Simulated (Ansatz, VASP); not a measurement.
# One calculation of Ti, two programs

File INCAR:

```
PREC = Accurate ; ENCUT = 520
EDIFF = 1E-7 ; ISMEAR = 0
SIGMA = 0.15 ; LREAL = False
LASPH = True ; NELM = 100
ALGO = Fast ; ISIF = 2
LWAVE = False ; LCHARG = False
GGA = PE ; NBANDS = 12
```

Contents of KPOINTS:

```
Automatic mesh
0
Gamma
  26 26 26
```

POSCAR

```
Ti
1.0
   -1.5056713063      1.6277527636      1.6277527636
    1.5056713063     -1.6277527636      1.6277527636
    1.5056713063      1.6277527636     -1.6277527636
Ti
1
Direct
    0.0000000000      0.0000000000      0.0000000000
```

Input for Ansatz:

```yaml
crystal:
  lattice:
    - [-1.5056713063, 1.6277527636, 1.6277527636]
    - [1.5056713063, -1.6277527636, 1.6277527636]
    - [1.5056713063, 1.6277527636, -1.6277527636]
  atoms:
    - { symbol: Ti, position: [0.0, 0.0, 0.0] }
basis:
  ecutwfc: 420
kpoints:
  mp_grid: { grid: [26, 26, 26] }
hamiltonian:
  xc: pbe
scf:
  occupations: { method: gaussian, width: 0.15 }
output:
  forces: true
  stress: true
  eigenvalues: true
```

Change from the starting cell: strain -0.0750 x Voigt [1, 0, 0, 0, 0, 0], atoms carried along.

Alike in both runs: task single point; functional PBE; k mesh 26 × 26 × 26; occupations gaussian, width 0.15 eV; no spin polarisation.

|  | VASP | Ansatz |
| --- | --- | --- |
| version | VASP 6.6.1 | Ansatz 0.2.0 |
| potentials or method | VASP PAW PBE potentials, release 64 (Ti_sv), cutoff 520 eV | scalar-relativistic, plane waves, PAW |
| valence electrons in the cell | 12 | 12 |

Ansatz gave:

* gap on the k mesh at the Fermi level (eV): none
* pressure (GPa): 9.7
* traceless stress, the component that is largest in VASP (GPa): -1.57

Which values does VASP return?

gap on the k mesh at the Fermi level (eV): none; pressure (GPa): 9.3; traceless stress, the component that is largest in VASP (GPa): -1.59.

A gap of «none» marks a metal or a gap that the smearing closes. The functional is the same, so the differences come from potentials, cutoffs and numerics.
